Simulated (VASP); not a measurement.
## BN: single point with LDA

BN:

```
B N
1.0
     2.50021    0.00000    0.00000
    -1.25011    2.16525    0.00000
     0.00000    0.00000    6.50530
B N
2 2
Direct
  0.00000 0.00000 0.50000
  0.33333 0.66667 0.00000
  0.00000 0.00000 0.00000
  0.66667 0.33333 0.50000
```

| Quantity | Value |
| --- | --- |
| Program | VASP 6.6.1 |
| Task | single point |
| Functional | LDA |
| Potentials or basis | VASP PAW LDA potentials, release 64 (B, N) |
| Cutoff | 520 eV |
| k mesh | 12 × 12 × 4 |
| Occupations | gaussian, width 0.01 eV |
| Spin | no spin polarisation |

* Pressure: -3.1 GPa
* Band gap on the k mesh: 4.18 eV, indirect (least direct gap 4.30 eV)

Stress tensor (GPa, compression positive):
```
-4.43  0.00  0.00
 0.00 -4.43  0.00
 0.00  0.00 -0.37
```

Levels at points of the mesh, in eV from the valence-band top:
```
           k point  band 5  band 6  band 7  band 8  band 9  band 10  band 11  band 12
(0.00, 0.00, 0.00)   -1.45   -1.45   -1.32   -1.32    5.01    10.18    11.39    11.39
(0.50, 0.00, 0.00)   -4.27   -4.12   -1.43   -0.72    4.18     5.43     9.60     9.70
(0.00, 0.00, 0.50)   -1.45   -1.45   -1.32   -1.32    7.51     7.55    11.41    11.41
(0.50, 0.00, 0.50)   -4.26   -4.14   -1.06   -0.94    4.44     4.51     9.85     9.97
```

It took 18 s on 1 thread of Intel(R) Xeon(R) Platinum 8488C (Sapphire Rapids), on a shared host, peak memory 0.14 GiB.

A k mesh can miss the band edges. LDA gaps usually lie below the measured ones, often by a third to a half.
